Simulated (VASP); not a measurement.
Set up this calculation in VASP 6.6.1, as the native input.

```
Task                   : single point
Functional             : PBE
Potentials or basis    : VASP PAW PBE potentials, release 64 (Be, Zn, Te)
Cutoff                 : 600 eV
k mesh                 : 6 × 6 × 2
Occupations            : gaussian, width 0.2 eV
Spin                   : no spin polarisation
Dipole correction      : no
Further INCAR settings : ALGO = Normal; EDIFF = 1e-06; NBANDS = 22
```

The structure of Be4ZnTe lies in POSCAR:

```
Be4ZnTe
1.0
    3.7365634225      0.0000000000      0.0000000000
   -1.8682817113      3.2359588467      0.0000000000
    0.0000000000      0.0000000000      7.3363816547
Be Zn Te
4 1 1
Direct
    0.0000000000      0.0000000000      0.7015086013
    0.6666666667      0.3333333333      0.8504823144
    0.6666666667      0.3333333333      0.1495176856
    0.0000000000      0.0000000000      0.2984913987
    0.0000000000      0.0000000000      0.0000000000
    0.6666666667      0.3333333333      0.5000000000
```

The cell was built from a structure type or drawn by symmetry, and may not be a known phase.

These files were run (other wordings do the same):

INCAR

```
PREC = Accurate
ENCUT = 600
EDIFF = 1E-6
ISMEAR = 0
SIGMA = 0.2
LREAL = False
LASPH = True
NELM = 120
ALGO = Normal
ISIF = 2
LWAVE = False
LCHARG = False
GGA = PE
NBANDS = 22
GGA_COMPAT = False
```

KPOINTS

```
regular mesh
0
Gamma
  6 6 2
```

Potentials or basis: VASP PAW PBE potentials, release 64 (Be, Zn, Te).

Command:

```console
$ cat potpaw_PBE.64/Be/POTCAR potpaw_PBE.64/Zn/POTCAR potpaw_PBE.64/Te/POTCAR > POTCAR
$ mpirun -np 1 vasp_std > vasp.out
```

Results of the run:

```yaml
Pressure: 0.2 GPa
Largest_force: 0.019 eV/Å
Band_gap_on_the_k_mesh: zero (bands 13 and 14 overlap by 3.07 eV)
```

Caveat: the k points lie up to 0.43 Å⁻¹ apart, too coarse for converged energies and pressures of a metal; spin-orbit coupling is left out, which moves the levels of the heavy elements.

Wall time 18 s on 1 thread of AMD EPYC 9R45 96-Core Processor (Zen 5), on a shared host, peak memory 0.2 GiB.
